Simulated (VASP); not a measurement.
# W (Im-3m) in VASP: a series of runs

The runs below take W through single point, relaxation of cell and atoms, with PBE.

All numbers are computed with VASP 6.6.1; they aren't measurements. Logs are shortened: lines on timing, memory, paths and dates and some standing lists are left out, and cuts for length are marked.

## Step 1: The cell of the first run

It takes space group Im-3m (No. 229, cubic). Conventional cell: a = 3.186 Å, b = 3.186 Å, c = 3.186 Å, α = 90.00°, β = 90.00°, γ = 90.00°. W (site symmetry m-3m) has 14 W at 2.76 to 3.19 Å within 3.6 Å.

## Step 2: Single point, PBE

Input file INCAR:

```
PREC = Accurate
ENCUT = 520
EDIFF = 1E-7
ISMEAR = 0
SIGMA = 0.1
LREAL = False
LASPH = True
NELM = 60
ALGO = Fast
ISIF = 2
LWAVE = False
LCHARG = False
GGA = PE
NBANDS = 13
```

Input file KPOINTS:

```
Automatic mesh
0
Gamma
  8 8 8
```

Input file POSCAR:

```
W
1.0
   -1.5928804297      1.5928804297      1.5928804297
    1.5928804297     -1.5928804297      1.5928804297
    1.5928804297      1.5928804297     -1.5928804297
W
1
Direct
    0.0000000000      0.0000000000      0.0000000000
```

Potentials or basis: VASP PAW PBE potentials, release 64 (W_sv).

Command:

```
> cat potpaw_PBE.64/W_sv/POTCAR > POTCAR
> mpirun -np 1 vasp_std > vasp.out
```

OUTCAR:

```text
PREC = Accurate
   ENCUT = 520
   EDIFF = 1E-7
   ISMEAR = 0
   LREAL = False
   LASPH = True
   NELM = 60
   ISIF = 2
   GGA = PE

 ion  position               nearest neighbor table
   1  0.000  0.000  0.000-

  LATTYP: Found a body centered cubic cell.
 ALAT       =     3.1857608594

  Lattice vectors:

 A1 = (  -1.5928804297,   1.5928804297,   1.5928804297)
 A2 = (   1.5928804297,  -1.5928804297,   1.5928804297)
 A3 = (   1.5928804297,   1.5928804297,  -1.5928804297)

Analysis of symmetry for initial positions (statically):
=====================================================================
 Subroutine PRICEL returns:
 Original cell was already a primitive cell.

 Routine SETGRP: Setting up the symmetry group for a
 body centered cubic supercell.

 Subroutine GETGRP returns: Found 48 space group operations
 (whereof 48 operations were pure point group operations)
 out of a pool of 48 trial point group operations.

The static configuration has the point symmetry O_h .

Analysis of symmetry for dynamics (positions and initial velocities):
=====================================================================
 Subroutine PRICEL returns:
 Original cell was already a primitive cell.

 Routine SETGRP: Setting up the symmetry group for a
 body centered cubic supercell.

 Subroutine GETGRP returns: Found 48 space group operations
 (whereof 48 operations were pure point group operations)
 out of a pool of 48 trial point group operations.

The dynamic configuration has the point symmetry O_h .

 Subroutine INISYM returns: Found 48 space group operations
 (whereof 48 operations are pure point group operations),
 and found     1 'primitive' translations

----------------------------------------------------------------------------------------

                                     Primitive cell

  volume of cell :      16.1663

  direct lattice vectors                    reciprocal lattice vectors
    -1.592880430  1.592880430  1.592880430     0.000000000  0.313896756  0.313896756
     1.592880430 -1.592880430  1.592880430     0.313896756  0.000000000  0.313896756
     1.592880430  1.592880430 -1.592880430     0.313896756  0.313896756  0.000000000

  length of vectors
     2.758949835  2.758949835  2.758949835     0.443917050  0.443917050  0.443917050

  position of ions in fractional coordinates (direct lattice)
     0.000000000  0.000000000  0.000000000

  ion indices of the primitive-cell ions
   primitive index   ion index
                 1           1

----------------------------------------------------------------------------------------

 KPOINTS: Automatic mesh

Automatic generation of k-mesh.
 Grid dimensions read from file:
 generate k-points for:    8    8    8

 Generating k-lattice:

  Cartesian coordinates                     Fractional coordinates (reciprocal lattice)
     0.000000000  0.039237095  0.039237095     0.125000000  0.000000000  0.000000000
     0.039237095  0.000000000  0.039237095     0.000000000  0.125000000  0.000000000
     0.039237095  0.039237095  0.000000000     0.000000000  0.000000000  0.125000000

  Length of vectors
     0.055489631  0.055489631  0.055489631

  Shift w.r.t. Gamma in fractional coordinates (k-lattice)
     0.000000000  0.000000000  0.000000000

 Subroutine IBZKPT returns following result:
 ===========================================

 Found     29 irreducible k-points:

 Following reciprocal coordinates:
            Coordinates               Weight
  0.000000  0.000000  0.000000      1.000000
  0.125000  0.000000  0.000000     12.000000
  0.250000  0.000000  0.000000     12.000000
  0.375000  0.000000  0.000000     12.000000
  0.500000  0.000000  0.000000      6.000000
  0.125000  0.125000  0.000000     24.000000
[... 16 lines left out ...]
 -0.250000  0.250000  0.250000      6.000000
 -0.375000  0.375000  0.250000     24.000000
 [... further k-points ...]
   k-points           NKPTS =     29   k-points in BZ     NKDIM =     29   number of bands    NBANDS=     13
   number of dos      NEDOS =    301   number of ions     NIONS =      1
   total plane-waves  NPLWV =  13824
   dimension x,y,z NGX =    24 NGY =   24 NGZ =   24
   dimension x,y,z NGXF=    48 NGYF=   48 NGZF=   48
   ions per type =               1
   NGX,Y,Z   is equivalent  to a cutoff of  14.46, 14.46, 14.46 a.u.
   NGXF,Y,Z  is equivalent  to a cutoff of  28.92, 28.92, 28.92 a.u.
 SYSTEM =  unknown system
   PREC   = accura    normal or accurate (medium, high low for compatibility)
   ISTART =      0    job   : 0-new  1-cont  2-samecut
   ICHARG =      2    charge: 1-file 2-atom 10-const
   ISPIN  =      1    spin polarized calculation?
   LNONCOLLINEAR =      F non collinear calculations
   LSORBIT =      F    spin-orbit coupling
   LASPH  =      T    aspherical Exc in radial PAW
   ENCUT  =  520.0 eV  38.22 Ry    6.18 a.u.   5.13  5.13  5.13*2*pi/ulx,y,z
   NELM   =     60;   NELMIN=  2; NELMDL= -5     # of ELM steps
   EDIFF  = 0.1E-06   stopping-criterion for ELM
   LREAL  =      F    real-space projection
   EDIFFG = 0.1E-05   stopping-criterion for IOM
   NSW    =      0    number of steps for IOM
   IBRION =     -1    ionic relax: 0-MD 1-quasi-New 2-CG
   NFREE  =      0    steps in history (QN), initial steepest desc. (CG)
   ISIF   =      2    stress and relaxation
   ISYM   =      2    0-nonsym 1-usesym 2-fastsym
   POTIM  = 0.5000    time-step for ionic-motion
   TEBEG  =    0.0;   TEEND  =   0.0 temperature during run
   PSTRESS=    0.0 pullay stress
   NELECT =      14.0000    total number of electrons
   NUPDOWN=      -1.0000    fix difference up-down
   EMIN   =  10.00;   EMAX   =-10.00  energy-range for DOS
   EFERMI =   0.00;   METHOD = LEGACY
   ISMEAR =     0;   SIGMA  =   0.10  broadening in eV -4-tet -1-fermi 0-gaus
   EFERMI_NEDOS =   21; number of points for ismear=-14 and -15
   IALGO  =     68    algorithm
   IMIX   =      4    mixing-type and parameters
     AMIX     =   0.40;   BMIX     =  1.00
     AMIX_MAG =   1.60;   BMIX_MAG =  1.00
  volume/ion in A,a.u.               =      16.17       109.10
  Fermi-wavevector in a.u.,A,eV,Ry     =   1.560442  2.948808 33.129910  2.434980
  Thomas-Fermi vector in A             =   2.663654
   LORBIT       =      0    0 simple, 1 ext, 2 COOP (PROOUT), +10 PAW based schemes
   GGA     = PE    functional components
   LHFCALC =     F    Hartree Fock is set to
   AEXX    =    0.0000 exact exchange contribution
   IVDW    =     0    specifies the selected vdW correction
   LEPSILON=     F    determine dielectric tensor
   LRPA    =     F    only Hartree local field effects (RPA)
 non-spin polarized calculation
 RMM-DIIS sequential band-by-band and
 Gauss-broadening in eV      SIGMA  =   0.10
  energy-cutoff  :      520.00
  volume of cell :       16.17
 maximum number of plane-waves:       466
 NGX is ok and might be reduce to    24
   NGX = 11   NGY = 11   NGZ = 11

 number of electron      14.0000002 magnetization

 Free energy of the ion-electron system (eV)
  ---------------------------------------------------
  ext. energy  EPLUGINS =         0.00000000
  ---------------------------------------------------
  free energy    TOTEN  =       -12.95606837 eV

  energy without entropy =      -12.95606673  energy(sigma->0) =      -12.95606755

 E-fermi :  10.9546     XC(G=0): -13.5292

 val. band max:       10.6725536391   @ k =   0.1250   0.0000   0.0000
 cond. band min:      11.2399387962   @ k =  -0.2500   0.2500   0.1250
 fundamental gap:      0.5673851571
 Fermi energy:        10.9545917344

 k-point     1 :       0.0000    0.0000    0.0000
  band No.  band energies     occupation
      1     -63.0449      2.00000
      2     -26.6350      2.00000
      3     -26.6350      2.00000
      4     -26.6350      2.00000
      5       1.6334      2.00000
      6       9.9683      2.00000
      7       9.9683      2.00000
      8       9.9683      2.00000
      9      13.3779      0.00000
     10      13.3779      0.00000
     11      25.6325      0.00000
     12      25.6325      0.00000
     13      25.6325      0.00000

 k-point     2 :       0.1250    0.0000    0.0000
  band No.  band energies     occupation
      1     -63.0270      2.00000
      2     -26.8238      2.00000
      3     -26.6945      2.00000
      4     -26.6358      2.00000
      5       2.3472      2.00000
      6       9.5529      2.00000
      7       9.8250      2.00000
      8      10.6726      1.99993
      9      12.8544      0.00000
     10      13.3942      0.00000
     11      26.1542      0.00000
     12      26.8566      0.00000
     13      27.1604      0.00000

 k-point     3 :       0.2500    0.0000    0.0000
  band No.  band energies     occupation
      1     -62.9837      2.00000
      2     -27.2614      2.00000
      3     -26.8356      2.00000
      4     -26.6380      2.00000
      5       4.0120      2.00000
      6       8.6892      2.00000
      7       9.3486      2.00000
      8      12.6599      0.00000
      9      12.7653      0.00000
     10      13.5625      0.00000
     11      25.8100      0.00000
     12      27.4320      0.00000
     13      30.0940      0.00000
[... 305 lines left out ...]
 k-point    23 :      -0.2500    0.2500    0.2500
  band No.  band energies     occupation
      1     -62.9300      2.00000
      2     -27.2830      2.00000
      3     -27.0520      2.00000
      4     -27.0520      2.00000
      5       5.9903      2.00000
      6       8.4429      2.00000
      7      10.6433      1.99999
      8      10.6433      1.99999
      9      12.4973      0.00000
     10      14.5571      0.00000
     11      25.5089      0.00000
     12      30.2995      0.00000
     13      30.2996      0.00000

 k-point    24 :      -0.3750    0.3750    0.2500
  band No.  band energies     occupation
      1     -62.8920      2.00000
      2     -27.5370      2.00000
      3     -27.2002      2.00000
      4     -27.0868      2.00000
      5       6.6988      2.00000
      6       7.4355      2.00000
      7      10.6500      1.99998
      8      11.4267      0.00000
      9      14.7995      0.00000
     10      15.4264      0.00000
     11      24.5837      0.00000
     12      27.0469      0.00000
     13      28.2305      0.00000

 [... further k-points ...]
[... 5 lines left out ...]
  --------------------------------------------------------------------------------------
  -------------------------------------------------------------------------------------
  Total        0.0210577      0.0210577      0.0210577      0.0000000      0.0000000      0.0000000
  in kB        2.0869472      2.0869472      2.0869472      0.0000000      0.0000000      0.0000000
  external PRESSURE =       2.0869472 kB  Pullay stress =       0.0000000 kB

 VOLUME and BASIS-vectors are now :
 -----------------------------------------------------------------------------
  energy-cutoff  :      520.00
  volume of cell :       16.17
      direct lattice vectors                 reciprocal lattice vectors
    -1.592880430  1.592880430  1.592880430     0.000000000  0.313896756  0.313896756
     1.592880430 -1.592880430  1.592880430     0.313896756  0.000000000  0.313896756
     1.592880430  1.592880430 -1.592880430     0.313896756  0.313896756  0.000000000

 POSITION                                       TOTAL-FORCE (eV/Angst)
 -----------------------------------------------------------------------------------
      0.00000      0.00000      0.00000        -0.000000     -0.000000      0.000000
 -----------------------------------------------------------------------------------
    total drift:                               -0.000000     -0.000000      0.000000

  FREE ENERGIE OF THE ION-ELECTRON SYSTEM (eV)
  ---------------------------------------------------
  free  energy   TOTEN  =       -12.9560683661 eV

  energy  without entropy=      -12.9560667317  energy(sigma->0) =      -12.95606755
```

Wall time 6.8 s (1 thread of AMD EPYC 7R13 (Zen 3), shared host); peak memory 0.11 GiB.

What came out:

* Free energy: -12.9561 eV
* Pressure: 0.2 GPa
* Band gap on the k mesh: zero (band 7 reaches 16.19 eV, above the bottom of band 8 at 9.97 eV)

Levels at points of the mesh, in eV from the Fermi level:
```tsv
k point	band 5	band 6	band 7	band 8	band 9	band 10
(0.00, 0.00, 0.00)	-9.32	-0.99	-0.99	-0.99	2.42	2.42
(0.50, 0.00, 0.00)	-5.94	-3.26	0.82	2.31	3.26	6.19
(0.50, 0.50, 0.50)	-5.47	-5.47	5.24	5.24	5.24	8.30
```

Caveat: spin-orbit coupling is left out, which moves the levels of the heavy elements.

(Continued in part 2 of 2.)
